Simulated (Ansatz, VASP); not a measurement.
VSi2 in VASP and in Ansatz

```xyz
9
Lattice="4.8125 0.0000 0.0000 -2.4063 4.1678 0.0000 0.0000 0.0000 6.5176" Properties=species:S:1:pos:R:3 pbc="T T T"
V     2.4063    0.0000    0.0000
V     1.2031    2.0839    4.3451
V    -1.2031    2.0839    2.1725
Si    0.0000    1.3167    0.0000
Si    3.6722    0.6583    4.3451
Si    1.2660    3.5094    2.1725
Si    2.4063    2.8511    0.0000
Si   -1.2660    3.5094    4.3451
Si    1.1403    0.6583    2.1725
```

Alike in both runs: task single point; functional PBE; k mesh 9 × 9 × 6; occupations gaussian, width 0.1 eV; no spin polarisation.

|  | VASP | Ansatz |
| --- | --- | --- |
| version | VASP 6.6.1 | Ansatz 0.2.0 |
| potentials or method | VASP PAW PBE potentials, release 64 (V_sv, Si), cutoff 520 eV | scalar-relativistic, plane waves, PAW |
| valence electrons in the cell | 63 | 63 |

VASP gave:

- gap on the k mesh at the Fermi level (eV): none
- pressure (GPa): -16.1
- traceless stress, the component that is largest in VASP (GPa): 2.05
- rms of the force components (eV/Å): 0.154

Q: Estimate Ansatz's values.

A: gap on the k mesh at the Fermi level (eV): none; pressure (GPa): -16.2; traceless stress, the component that is largest in VASP (GPa): 2.05; rms of the force components (eV/Å): 0.155.

Atom by atom the forces differ by 0.001 eV/Å (rms over components). A gap of «none» marks a metal or a gap that the smearing closes.
